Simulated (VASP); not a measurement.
Crystal: ZrO2.

```xyz
6
Lattice="3.7094 0.0000 0.0000 0.0000 3.7094 0.0000 0.0000 0.0000 5.3848" Properties=species:S:1:pos:R:3 pbc="T T T"
Zr    0.0000    0.0000    0.0000
Zr    1.8547    1.8547    2.6924
O     0.0000    1.8547    1.6799
O     0.0000    1.8547    4.3723
O     1.8547    0.0000    3.7049
O     1.8547    0.0000    1.0125
```

This cell differs from its parent crystal: equal strain along all axes, cell held: +3.0 %.

| Item | Value |
| --- | --- |
| Program | VASP 6.6.1 |
| Task | relaxation of the atoms |
| Functional | r2SCAN |
| Potentials or basis | VASP PAW PBE potentials, release 64 (Zr_sv, O) |
| Cutoff | 580 eV |
| k mesh | 6 × 6 × 6 |
| Occupations | gaussian, width 0.02 eV |
| Spin | no spin polarisation |

At the start: pressure -16.2 GPa; volume 12.35 Å³/atom.

Question: Where does the relaxation end?

Answer: Over 3 steps the energy falls by 3.2 meV/atom; space group P4_2/nmc (No. 137, to 0.1 Å) before and after.

Step by step:
| step | energy change (eV) | largest force (eV/Å) | pressure (GPa) |
| --- | --- | --- | --- |
| 1 | 0.0000 | 0.2208 | -16.17 |
| 2 | -0.0083 | 0.1676 | -15.66 |
| 3 | -0.0190 | 0.0019 | -14.04 |

Final structure:
```
CELL_PARAMETERS angstrom
3.70939 0.00000 0.00000
0.00000 3.70939 0.00000
0.00000 0.00000 5.38481
ATOMIC_POSITIONS crystal
Zr 0.00000 0.00000 0.00000
Zr 0.50000 0.50000 0.50000
O 0.00000 0.50000 0.31988
O 0.00000 0.50000 0.81988
O 0.50000 0.00000 0.68012
O 0.50000 0.00000 0.18012
```

Caveat: the cell differs from its parent crystal (equal strain along all axes, cell held: +3.0 %); the PAW data sets were made with another functional, which shifts forces and pressure a little.
